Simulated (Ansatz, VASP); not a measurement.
# AlRu in VASP and in Ansatz

```
CELL_PARAMETERS angstrom
2.47438 -4.58905 0.00000
2.47438 4.58905 0.00000
0.00000 0.00000 2.77110
ATOMIC_POSITIONS crystal
Al 0.28153 0.71847 0.50000
Al 0.71847 0.28153 0.50000
Ru 0.50000 0.50000 0.00000
Ru 0.00000 0.00000 0.50000
```

Alike in both runs: functional PBE; k mesh 6 × 6 × 4; occupations gaussian, width 0.1 eV; no spin polarisation.

Ansatz relaxed the structure, and its values are those at the end. VASP's run is a single point on that final structure, the one shown.

```csv
,VASP,Ansatz
version,VASP 6.6.1,Ansatz 0.2.0
potentials or method,"VASP PAW PBE potentials, release 64 (Al, Ru_pv), cutoff 520 eV","scalar-relativistic, plane waves, PAW"
valence electrons in the cell,34,38
```

|  | VASP | Ansatz | Ansatz less VASP |
| --- | --- | --- | --- |
| gap on the k mesh at the Fermi level (eV) | none | none | - |
| pressure (GPa) | -0.1 | 0.0 | +0.03 |

A gap of «none» marks a metal or a gap that the smearing closes. With one functional, cell and mesh, what is left measures potentials, basis and numerics. VASP's potentials hold 34 valence electrons a cell and Ansatz's 38, so a difference there can come from the potentials and not from the codes.

The k mesh is coarse, so the values compare programs but aren't converged.
